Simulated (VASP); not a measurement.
Write the native input for VASP 6.6.1 that does the following.

```yaml
Task: single point
Functional: PBE0
Potentials_or_basis: VASP PAW PBE potentials, release 64 (Fe, S)
Cutoff: 520 eV
k_mesh: 4 × 4 × 4
Occupations: gaussian, width 0.01 eV
Spin: no spin polarisation
Dipole_correction: no
Grid_for_exact_exchange_PRECFOCK: Normal
Further_INCAR_settings: ALGO = Normal; EDIFF = 1e-06; NBANDS = 29
Share_of_exact_exchange: 0.25
```

FeS2:

```
Fe S
1.0
     4.43081    0.00000    0.00000
     0.00000    5.40056    0.00000
     0.00000    0.00000    3.37924
Fe S
2 4
Direct
  0.50000 0.50000 0.50000
  0.00000 0.00000 0.00000
  0.29905 0.87784 0.50000
  0.70095 0.12216 0.50000
  0.20095 0.37784 0.00000
  0.79905 0.62216 0.00000
```

One way to write it, as run:

POSCAR

```
FeS2
1.0
    4.4308097358      0.0000000000      0.0000000000
    0.0000000000      5.4005600319      0.0000000000
    0.0000000000      0.0000000000      3.3792372752
Fe S
2 4
Direct
    0.5000000000      0.5000000000      0.5000000000
    0.0000000000      0.0000000000      0.0000000000
    0.2990462953      0.8778423373      0.5000000000
    0.7009537047      0.1221576627      0.5000000000
    0.2009537047      0.3778423373      0.0000000000
    0.7990462953      0.6221576627      0.0000000000
```

INCAR.step1

```
SYSTEM = FeS2
PREC = Accurate
ENCUT = 520
EDIFF = 1E-5
ISMEAR = 0
SIGMA = 0.01
LREAL = .FALSE.
LASPH = .TRUE.
NELM = 120
ALGO = Normal
ISIF = 2
LWAVE = .TRUE.
NBANDS = 29
GGA = PE
GGA_COMPAT = .FALSE.
KPAR = 4
```

INCAR.step2

```
SYSTEM = FeS2
PREC = Accurate
ENCUT = 520
EDIFF = 1E-6
ISMEAR = 0
SIGMA = 0.01
LREAL = .FALSE.
LASPH = .TRUE.
NELM = 120
ALGO = Normal
ISIF = 2
LWAVE = .FALSE.
LCHARG = .TRUE.
GGA = PE
LHFCALC = .TRUE.
AEXX = 0.25
PRECFOCK = Normal
LVHAR = .TRUE.
NBANDS = 29
ISTART = 1
GGA_COMPAT = .FALSE.
KPAR = 4
```

KPOINTS

```
regular mesh
0
G
  4 4 4
  0 0 0
```

Potentials or basis: VASP PAW PBE potentials, release 64 (Fe, S).

Launch:

```bash
$ cat potpaw_PBE.64/Fe/POTCAR potpaw_PBE.64/S/POTCAR > POTCAR
$ cp INCAR.step1 INCAR
$ mpirun -np 4 vasp_std > vasp.out
$ cp INCAR.step2 INCAR
$ mpirun -np 4 vasp_std > vasp.out
```

It gave:

- Pressure: -0.4 GPa
- Largest force: 1.015 eV/Å
- Band gap on the k mesh: 3.15 eV (least direct gap 3.71 eV)

Caveat: the k points lie up to 0.46 Å⁻¹ apart; the PAW data sets were made with another functional, which shifts forces and pressure a little.

Wall time 56 min on 4 MPI ranks on AMD EPYC 7R13 Processor (Zen 3) (shared host), peak memory 0.25 GiB a rank.
